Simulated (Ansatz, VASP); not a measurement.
## SrO in VASP and in Ansatz

Contents of POSCAR:

```
SrO
1.0
    0.0000000000      2.6725920000      2.7753840000
    2.6725920000      0.0000000000      2.7753840000
    2.6725920000      2.6725920000      0.0000000000
Sr O
1 1
Direct
    0.0000000000      0.0000000000      0.0000000000
    0.5000000000      0.5000000000      0.5000000000
```

INCAR.step1

```
SYSTEM = SrO
PREC = Accurate
ENCUT = 520
ISMEAR = 0
SIGMA = 0.05
LREAL = .False.
LASPH = .True.
NELM = 80
NBANDS = 15
GGA = PE
ALGO = Normal
EDIFF = 1E-4
LWAVE = .True.
LCHARG = .False.
```

File INCAR.step2:

```
SYSTEM = SrO
PREC = Accurate
ENCUT = 520
EDIFF = 1E-6
ISMEAR = 0
SIGMA = 0.05
LREAL = .False.
LASPH = .True.
NELM = 80
ALGO = Normal
ISIF = 2
LWAVE = .False.
LCHARG = .False.
METAGGA = R2SCAN
LMIXTAU = .True.
NBANDS = 15
ISTART = 1
```

Contents of KPOINTS:

```
regular mesh
0
Gamma
  8 8 8
  0 0 0
```

Input for Ansatz:

```yaml
crystal:
  lattice:
    - [0.0, 2.672592, 2.775384]
    - [2.672592, 0.0, 2.775384]
    - [2.672592, 2.672592, 0.0]
  atoms:
    - { symbol: Sr, position: [0.0, 0.0, 0.0] }
    - { symbol: O, position: [0.5, 0.5, 0.5] }
basis:
  ecutwfc: 500
kpoints:
  mp_grid: { grid: [8, 8, 8] }
hamiltonian:
  xc: r2scan
scf:
  occupations: { method: gaussian, width: 0.05 }
output:
  forces: true
  stress: true
  eigenvalues: true
```

Change from the starting cell: strain +0.040 along x and y, +0.080 along z, atoms carried along.

Alike in both runs: task single point; functional r2SCAN; k mesh 8 × 8 × 8; occupations gaussian, width 0.05 eV; no spin polarisation.

|  | VASP | Ansatz |
| --- | --- | --- |
| version | VASP 6.6.1 | Ansatz 0.2.0 |
| potentials or method | VASP PAW PBE potentials, release 64 (Sr_sv, O), cutoff 520 eV | scalar-relativistic, plane waves, PAW |
| valence electrons in the cell | 16 | 16 |

```tsv
	VASP	Ansatz	Ansatz less VASP
gap on the k mesh at the Fermi level (eV)	3.56	3.56	+0.002
least direct gap on the mesh (eV)	3.56	3.56	+0.002
pressure (GPa)	-9.3	-9.6	-0.28
traceless stress, the component that is largest in VASP (GPa)	-1.20	-1.11	+0.084
```

VASP's potentials were made for PBE, not for r2SCAN.
